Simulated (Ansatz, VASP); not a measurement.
Two plane-wave programs on W7Au

```
W Au
1.0
    -3.19703    3.19703    3.19703
     3.19703   -3.19703    3.19703
     3.19703    3.19703   -3.19703
W Au
7 1
Cartesian
  3.1970 0.0000 0.0000
  0.0000 0.0000 3.1970
  0.0000 3.1970 0.0000
  1.5985 1.5985 -1.5985
  1.5985 -1.5985 1.5985
  -1.5985 1.5985 1.5985
  1.5985 1.5985 1.5985
  0.0000 0.0000 0.0000
```

Change from the starting cell: species swapped into the Fe7Co type (Im-3m, No. 229).

Alike in both runs: functional PBE; k mesh 4 × 4 × 4; occupations gaussian, width 0.1 eV; no spin polarisation.

Ansatz relaxed the structure, and its values are those at the end. VASP's run is a single point on that final structure, the one shown.

|  | VASP | Ansatz |
| --- | --- | --- |
| version | VASP 6.6.1 | Ansatz 0.2.0 |
| potentials or method | VASP PAW PBE potentials, release 64 (W_sv, Au), cutoff 520 eV | scalar-relativistic, plane waves, PAW |
| valence electrons in the cell | 109 | 117 |

|  | VASP | Ansatz | Ansatz less VASP |
| --- | --- | --- | --- |
| gap on the k mesh at the Fermi level (eV) | none | none | - |
| pressure (GPa) | 0.1 | -0.2 | -0.31 |

A gap of «none» marks a metal or a gap that the smearing closes. VASP's potentials hold 109 valence electrons a cell and Ansatz's 117, so a difference there can come from the potentials and not from the codes.

Neither program's run includes spin-orbit coupling.
